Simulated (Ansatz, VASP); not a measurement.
**Two plane-wave programs on I**

File INCAR:

```
PREC = Accurate
ENCUT = 520
EDIFF = 1E-7
ISMEAR = 0
SIGMA = 0.1
LREAL = False
LASPH = True
NELM = 100
ALGO = Normal
ISIF = 2
LWAVE = False
LCHARG = False
GGA = PE
NBANDS = 18
```

The input KPOINTS:

```
Automatic mesh
0
Gamma
  6 6 4
```

Contents of POSCAR:

```
I
1.0
    5.1869335334      0.0000000000      0.0000000000
   -2.5934667668      4.4920162077      0.0000000000
    0.0000000000      0.0000000000      5.8847497256
I
3
Direct
    0.2254000000      0.0000000000      0.3333333333
    0.0000000000      0.2254000000      0.6666666667
    0.7746000000      0.7746000000      0.0000000000
```

Input for Ansatz:

```yaml
crystal:
  lattice:
    - [5.1869335334, 0.0, 0.0]
    - [-2.5934667668, 4.4920162077, 0.0]
    - [0.0, 0.0, 5.8847497256]
  atoms:
    - { symbol: I, position: [0.2254, 0.0, 0.3333333333] }
    - { symbol: I, position: [0.0, 0.2254, 0.6666666667] }
    - { symbol: I, position: [0.7746, 0.7746, 0.0] }
basis:
  ecutwfc: 420
kpoints:
  mp_grid: { grid: [6, 6, 4] }
hamiltonian:
  xc: pbe
scf:
  occupations: { method: gaussian, width: 0.1 }
  lower_state_search: "off"
output:
  forces: true
  stress: true
  eigenvalues: true
```

Alike in both runs: task single point; functional PBE; k mesh 6 × 6 × 4; occupations gaussian, width 0.1 eV; no spin polarisation.

```csv
,VASP,Ansatz
version,VASP 6.6.1,Ansatz 0.2.0
potentials or method,"VASP PAW PBE potentials, release 64 (I), cutoff 520 eV","scalar-relativistic, plane waves, PAW"
valence electrons in the cell,21,51
```

VASP gave:

| Item | Value |
| --- | --- |
| gap on the k mesh at the Fermi level (eV) | none |
| pressure (GPa) | 6.1 |
| traceless stress, the component that is largest in VASP (GPa) | 5.21 |
| rms of the force components (eV/Å) | 1.100 |

Question: Estimate Ansatz's values.

Answer: gap on the k mesh at the Fermi level (eV): none; pressure (GPa): 6.2; traceless stress, the component that is largest in VASP (GPa): 5.23; rms of the force components (eV/Å): 1.111.

Atom by atom the forces differ by 0.012 eV/Å (rms over components). A gap of «none» marks a metal or a gap that the smearing closes. VASP's potentials hold 21 valence electrons a cell and Ansatz's 51, so a difference there can come from the potentials and not from the codes.

Neither program's run includes spin-orbit coupling.
